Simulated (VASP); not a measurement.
# Mg2Si (Fm-3m) in VASP: settings compared, part 2 of 2

VASP 6.6.1.

## (3) Single point, PBEsol

The input, INCAR:

```
  PREC = Accurate
  ENCUT = 600
  EDIFF = 1E-6
  ISMEAR = -1
  SIGMA = 0.1
  LREAL = False
  LASPH = True
  NELM = 120
  ALGO = Normal
  ISIF = 2
  LWAVE = False
  LCHARG = False
  GGA = PS
  NBANDS = 11
  GGA_COMPAT = False
```

The input, KPOINTS:

```
regular mesh
0
Gamma
  5 5 5
```

The input, POSCAR:

```
Mg2Si
1.0
    0.0000000000      3.2327100000      3.2327100000
    3.2327100000      0.0000000000      3.2327100000
    3.2327100000      3.2327100000      0.0000000000
Si Mg
1 2
Direct
    0.0000000000      0.0000000000      0.0000000000
    0.2500000000      0.2500000000      0.2500000000
    0.7500000000      0.7500000000      0.7500000000
```

Potentials or basis: VASP PAW PBE potentials, release 64 (Si, Mg).

Started as:

```
$ cat potpaw_PBE.64/Si/POTCAR potpaw_PBE.64/Mg/POTCAR > POTCAR
$ mpirun -np 1 vasp_std > vasp.out
```

OUTCAR:

```text
PREC = Accurate
   ENCUT = 600
   EDIFF = 1E-6
   ISMEAR = -1
   LREAL = False
   LASPH = True
   NELM = 120
   ISIF = 2
   GGA = PS

 ion  position               nearest neighbor table
   1  0.000  0.000  0.000-   3 2.80   3 2.80   3 2.80   2 2.80   3 2.80   2 2.80   2 2.80   2 2.80

   2  0.250  0.250  0.250-   1 2.80   1 2.80   1 2.80   1 2.80   3 3.23   3 3.23   3 3.23   3 3.23
                             3 3.23   3 3.23
   3  0.750  0.750  0.750-   1 2.80   1 2.80   1 2.80   1 2.80   2 3.23   2 3.23   2 3.23   2 3.23
                             2 3.23   2 3.23

  LATTYP: Found a face centered cubic cell.
 ALAT       =     6.4654200000

  Lattice vectors:

 A1 = (   0.0000000000,   3.2327100000,   3.2327100000)
 A2 = (   3.2327100000,   0.0000000000,   3.2327100000)
 A3 = (   3.2327100000,   3.2327100000,   0.0000000000)

Analysis of symmetry for initial positions (statically):
=====================================================================
 Subroutine PRICEL returns:
 Original cell was already a primitive cell.

 Routine SETGRP: Setting up the symmetry group for a
 face centered cubic supercell.

 Subroutine GETGRP returns: Found 48 space group operations
[... 166 lines left out ...]
      6       5.7015      0.00000
      7       5.7015      0.00000
      8       5.7015      0.00000
      9       8.7967      0.00000
     10       8.7967      0.00000
     11       9.2002      0.00000
[... 113 lines left out ...]
 k-point    10 :      -0.4000    0.4000    0.2000
  band No.  band energies     occupation
      1      -3.9429      2.00000
      2      -0.5226      2.00000
      3       0.1947      2.00000
      4       1.1603      2.00000
      5       5.4929      0.00000
      6       5.8730      0.00000
      7       6.4289      0.00000
      8       8.8150      0.00000
      9       9.7239      0.00000
     10      10.3461      0.00000
     11      12.7070      0.00000

------------------------ aborting loop because EDIFF is reached ----------------------------------------

  FORCE on cell =-STRESS in cart. coord.  units (eV):
  Direction    XX          YY          ZZ          XY          YZ          ZX
  --------------------------------------------------------------------------------------
  -------------------------------------------------------------------------------------
  Total       -1.3949482     -1.3949482     -1.3949482      0.0000000      0.0000000     -0.0000000
  in kB      -33.0779375    -33.0779375    -33.0779375      0.0000000      0.0000000     -0.0000000
  external PRESSURE =     -33.0779375 kB  Pullay stress =       0.0000000 kB

 VOLUME and BASIS-vectors are now :
 -----------------------------------------------------------------------------
  energy-cutoff  :      600.00
  volume of cell :       67.57
      direct lattice vectors                 reciprocal lattice vectors
     0.000000000  3.232710000  3.232710000    -0.154668993  0.154668993  0.154668993
     3.232710000  0.000000000  3.232710000     0.154668993 -0.154668993  0.154668993
     3.232710000  3.232710000  0.000000000     0.154668993  0.154668993 -0.154668993

 POSITION                                       TOTAL-FORCE (eV/Angst)
 -----------------------------------------------------------------------------------
      0.00000      0.00000      0.00000         0.000000     -0.000000      0.000000
      1.61635      1.61635      1.61635         0.000000      0.000000      0.000000
      4.84906      4.84906      4.84906        -0.000000     -0.000000     -0.000000
 -----------------------------------------------------------------------------------
    total drift:                               -0.000000      0.000000     -0.000000

  FREE ENERGIE OF THE ION-ELECTRON SYSTEM (eV)
  ---------------------------------------------------
  free  energy   TOTEN  =        -9.5693232529 eV

  energy  without entropy=       -9.5584997897  energy(sigma->0) =       -9.56391152
```

Run time: 20 s. Hardware: 1 thread of Intel Xeon 8259CL, shared host; peak memory 0.23 GiB.

Results:

```yaml
Free_energy: -9.5693 eV
Pressure: -3.3 GPa
Band_gap_on_the_k_mesh: 0.42 eV, indirect (least direct gap 1.50 eV)
```

Caveat: the PAW data sets were made with another functional, which shifts forces and pressure a little. A k mesh can miss the band edges.

## (4) Single point, PBE

The input, INCAR:

```
SYSTEM = Mg2Si
PREC     = Accurate       ! precision mode
ENCUT    = 600            ! plane-wave cutoff, eV
EDIFF    = 1E-6           ! SCF threshold, eV
ISMEAR   = -1             ! smearing method
SIGMA    = 0.1            ! smearing width, eV
LREAL    = .FALSE.        ! projectors in reciprocal space
LASPH    = .TRUE.         ! aspherical terms in the spheres
NELM     = 120            ! most SCF steps
ALGO     = Normal         ! electronic algorithm
ISIF     = 2              ! what is computed and relaxed
LWAVE    = .FALSE.        ! write WAVECAR
LCHARG   = .TRUE.         ! write CHGCAR
GGA      = PE             ! functional
LELF     = .TRUE.         ! ELF
LVHAR    = .TRUE.       
NBANDS   = 11             ! bands
GGA_COMPAT= .FALSE.
```

The input, KPOINTS:

```
Automatic mesh
0
G
  5 5 5
  0 0 0
```

POSCAR is that of step 3.

Started as:

```
$ cat potpaw_PBE.64/Si/POTCAR potpaw_PBE.64/Mg/POTCAR > POTCAR
$ mpirun -np 1 vasp_std > vasp.out
```

Wall time 21 s (1 thread of Intel Xeon 8259CL, shared host); peak memory 0.23 GiB.

The run converged. Its results:

```
Free energy            : -8.8363 eV
Pressure               : -2.5 GPa
Band gap on the k mesh : 0.45 eV, indirect (least direct gap 1.56 eV)
```

Levels at points of the mesh, in eV from the valence-band top:
```tsv
k point	band 1	band 2	band 3	band 4	band 5	band 6	band 7	band 8	band 9
(0.00, 0.00, 0.00)	-8.89	0.00	0.00	0.00	1.56	2.48	2.48	2.48	5.58
```

A k mesh can miss the band edges.
